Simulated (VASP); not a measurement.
# MoS2 in VASP: single point with LDA

Aim: the single point of MoS2 with LDA.

Program: VASP 6.6.1. These are calculated values, not measurements. Logs are shortened: lines on timing, memory, paths and dates and some standing lists are left out, and cuts for length are marked.

## Step 1: The cell of the first run

The cell holds a sheet with vacuum, 3 atoms: a = 3.160 Å, b = 3.160 Å, c = 21.130 Å, α = 90.00°, β = 90.00°, γ = 120.00°.

## Step 2: Single point, LDA, non-collinear spin, zero start, spin-orbit coupling

Input file INCAR:

```
SYSTEM = MoS2
PREC = Accurate
ENCUT = 520
EDIFF = 1E-6
ISMEAR = 0
SIGMA = 0.01
LREAL = .False.
LASPH = .True.
NELM = 150
ALGO = Normal
ISIF = 2
LWAVE = .False.
LCHARG = .False.
MAGMOM = 0 0 0 0 0 0 0 0 0
LORBIT = 11
LSORBIT = .True.
GGA_COMPAT = .False.
LORBMOM = .True.
LMAXMIX = 4
LDIPOL = .True.
IDIPOL = 3
DIPOL = 0.5 0.5 0.500
GGA = CA
NBANDS = 39
```

Input file KPOINTS:

```
Automatic mesh
0
Gamma
  12 12 1
  0 0 0
```

Input file POSCAR:

```
MoS2
1.0
    3.1600000000      0.0000000000      0.0000000000
   -1.5800000000      2.7366402760      0.0000000000
    0.0000000000      0.0000000000     21.1300000000
S Mo
2 1
Direct
    0.6666666667      0.3333333333      0.4259346900
    0.6666666667      0.3333333333      0.5740653100
    0.3333333333      0.6666666667      0.5000000000
```

Potentials or basis: VASP PAW LDA potentials, release 64 (S, Mo_sv).

Launch:

```sh
> cat potpaw_LDA.64/S/POTCAR potpaw_LDA.64/Mo_sv/POTCAR > POTCAR
> mpirun -np 1 vasp_ncl > vasp.out
```

OUTCAR:

```text
SYSTEM = MoS2
   PREC = Accurate
   ENCUT = 520
   EDIFF = 1E-6
   ISMEAR = 0
   LREAL = .False.
   LASPH = .True.
   NELM = 150
   ISIF = 2
   LORBIT = 11
   LSORBIT = .True.
   GGA = CA

 ion  position               nearest neighbor table
   1  0.667  0.333  0.426-   3 2.40   3 2.40   3 2.40
   2  0.667  0.333  0.574-   3 2.40   3 2.40   3 2.40
   3  0.333  0.667  0.500-   1 2.40   2 2.40   1 2.40   2 2.40   1 2.40   2 2.40

  LATTYP: Found a hexagonal cell.
 ALAT       =     3.1600000000
 C/A-ratio  =     6.6867088608

  Lattice vectors:

 A1 = (   3.1600000000,   0.0000000000,   0.0000000000)
 A2 = (  -1.5800000000,   2.7366402760,   0.0000000000)
 A3 = (   0.0000000000,   0.0000000000,  21.1300000000)

Analysis of symmetry for initial positions (statically):
=====================================================================
 Subroutine PRICEL returns:
 Original cell was already a primitive cell.

 Routine SETGRP: Setting up the symmetry group for a
 hexagonal supercell.

 Subroutine GETGRP returns: Found 12 space group operations
 (whereof 12 operations were pure point group operations)
 out of a pool of 24 trial point group operations.

The static configuration has the point symmetry D_3h.

Analysis of symmetry for dynamics (positions and initial velocities):
=====================================================================
 Subroutine PRICEL returns:
 Original cell was already a primitive cell.

 Routine SETGRP: Setting up the symmetry group for a
 hexagonal supercell.

 Subroutine GETGRP returns: Found 12 space group operations
 (whereof 12 operations were pure point group operations)
 out of a pool of 24 trial point group operations.

The dynamic configuration has the point symmetry D_3h.

Analysis of structural, dynamic, and magnetic symmetry:
=====================================================================
 Subroutine PRICEL returns:
 Original cell was already a primitive cell.

 Routine SETGRP: Setting up the symmetry group for a
 hexagonal supercell.

 Subroutine GETGRP returns: Found 12 space group operations
 (whereof 12 operations were pure point group operations)
 out of a pool of 24 trial point group operations.

The overall configuration has the point symmetry D_3h.

 Subroutine INISYM returns: Found 12 space group operations
[... 1174 lines left out ...]
      1.58000      0.91221      9.00000         0.000000      0.000000      0.480203
      1.58000      0.91221     12.13000         0.000000      0.000000     -0.480203
     -0.00000      1.82443     10.56500        -0.000000      0.000000      0.000000
 -----------------------------------------------------------------------------------
    total drift:                                0.000000     -0.000000     -0.000000

  FREE ENERGIE OF THE ION-ELECTRON SYSTEM (eV)
  ---------------------------------------------------
  free  energy   TOTEN  =       -24.4428223275 eV

  energy  without entropy=      -24.4428223275  energy(sigma->0) =      -24.44282233

 vacuum level on the upper side and lower side of the slab         3.575         3.575

 orbital moment (x)

 # of ion     p       d       tot
 ----------------------------------------
  1         0.000   0.000   0.000
  2         0.000   0.000   0.000
  3         0.000   0.000   0.000
 ----------------------------------------
            0.000   0.000   0.000

 orbital moment (y)

 # of ion     p       d       tot
 ----------------------------------------
  1        -0.000   0.000  -0.000
  2        -0.000   0.000  -0.000
  3        -0.000   0.000   0.000
 ----------------------------------------
           -0.000   0.000  -0.000

 orbital moment (z)

 # of ion     p       d       tot
 ----------------------------------------
  1         0.000   0.000   0.000
  2         0.000   0.000   0.000
  3         0.000  -0.000  -0.000
 ----------------------------------------
            0.000  -0.000  -0.000

 Spin-Orbit-Coupling matrix elements

 Ion:    1  E_soc:     -0.0023661
 l=   1
     0.0000000    -0.0003799    -0.0004231
    -0.0003799     0.0000000    -0.0003799
    -0.0004231    -0.0003799     0.0000000
 l=   2
     0.0000000     0.0000000     0.0000000     0.0000000     0.0000000
     0.0000000     0.0000000     0.0000000     0.0000000     0.0000000
     0.0000000     0.0000000     0.0000000     0.0000000     0.0000000
     0.0000000     0.0000000     0.0000000     0.0000000     0.0000000
     0.0000000     0.0000000     0.0000000     0.0000000     0.0000000
 l=   3
     0.0000000     0.0000000     0.0000000     0.0000000     0.0000000     0.0000000     0.0000000
     0.0000000     0.0000000     0.0000000     0.0000000     0.0000000     0.0000000     0.0000000
     0.0000000     0.0000000     0.0000000     0.0000000     0.0000000     0.0000000     0.0000000
     0.0000000     0.0000000     0.0000000     0.0000000     0.0000000     0.0000000     0.0000000
[... 29 lines left out ...]
 l=   2
     0.0000000    -0.0005008     0.0000000    -0.0005008    -0.0022461
    -0.0005008     0.0000000    -0.0016194    -0.0004259    -0.0005008
     0.0000000    -0.0016194     0.0000000    -0.0016194     0.0000000
    -0.0005008    -0.0004259    -0.0016194     0.0000000    -0.0005008
    -0.0022461    -0.0005008     0.0000000    -0.0005008     0.0000000
 l=   3
     0.0000000     0.0000000     0.0000000     0.0000000     0.0000000     0.0000000     0.0000000
     0.0000000     0.0000000     0.0000000     0.0000000     0.0000000     0.0000000     0.0000000
     0.0000000     0.0000000     0.0000000     0.0000000     0.0000000     0.0000000     0.0000000
     0.0000000     0.0000000     0.0000000     0.0000000     0.0000000     0.0000000     0.0000000
     0.0000000     0.0000000     0.0000000     0.0000000     0.0000000     0.0000000     0.0000000
     0.0000000     0.0000000     0.0000000     0.0000000     0.0000000     0.0000000     0.0000000
     0.0000000     0.0000000     0.0000000     0.0000000     0.0000000     0.0000000     0.0000000

 total charge

# of ion       s       p       d       tot
------------------------------------------
    1        1.361   2.331   0.000   3.692
    2        1.361   2.331   0.000   3.692
    3        2.296   6.225   3.976  12.497
--------------------------------------------------
tot          5.019  10.886   3.976  19.881

 magnetization (x)

# of ion       s       p       d       tot
------------------------------------------
    1        0.000   0.000   0.000   0.000
    2        0.000  -0.000   0.000  -0.000
    3        0.000  -0.000   0.000   0.000
--------------------------------------------------
tot          0.000  -0.000   0.000  -0.000

 magnetization (y)

# of ion       s       p       d       tot
------------------------------------------
    1       -0.000   0.000   0.000  -0.000
    2       -0.000   0.000   0.000  -0.000
    3        0.000  -0.000  -0.000  -0.000
--------------------------------------------------
tot         -0.000  -0.000  -0.000  -0.000

 magnetization (z)

# of ion       s       p       d       tot
------------------------------------------
    1        0.000   0.000   0.000   0.000
    2       -0.000   0.000   0.000   0.000
    3       -0.000   0.000   0.000   0.000
--------------------------------------------------
tot          0.000   0.000   0.000   0.000
```

OSZICAR:

```text
N       E                     dE             d eps       ncg     rms          rms(c)
DAV:   1     0.212774534507E+03    0.21277E+03   -0.12700E+04  2970   0.106E+03
DAV:   2    -0.791604116533E+01   -0.22069E+03   -0.21317E+03  3165   0.266E+02
DAV:   3    -0.255021587057E+02   -0.17586E+02   -0.17307E+02  3081   0.692E+01
[... 16 lines left out ...]
DAV:  20    -0.244428114924E+02   -0.23682E-04   -0.71312E-07  2283   0.291E-03    0.495E-03
DAV:  21    -0.244428165396E+02   -0.50472E-05   -0.10703E-07  1994   0.134E-03    0.136E-03
DAV:  22    -0.244428199455E+02   -0.34059E-05   -0.12028E-07  1870   0.141E-03    0.114E-03
DAV:  23    -0.244428216917E+02   -0.17462E-05   -0.13897E-07  2019   0.143E-03    0.959E-04
DAV:  24    -0.244428223275E+02   -0.63574E-06   -0.15884E-08  1816   0.551E-04
   1 F= -.24442822E+02 E0= -.24442822E+02  d E =-.968021-169  mag=    -0.0000     0.0000    -0.0000
```

Run time: 11 min. Hardware: 1 thread of Intel Xeon Platinum 8488C (Sapphire Rapids), shared host; peak memory 0.67 GiB.

What came out:

- Free energy: -24.4428 eV
- Largest force: 0.480 eV/Å
- Net moment: 0.00 μB per cell
- Valence electrons inside the program's atomic spheres: S 3.69; Mo 12.50

Forces on the atoms (eV/Å):
```
S    0.000  0.000  0.480
S    0.000  0.000 -0.480
Mo   0.000  0.000  0.000
```

Moments on the atoms (μB; x, y, z):
```
S   0.00 0.00 0.00
S   0.00 0.00 0.00
Mo  0.00 0.00 0.00
```
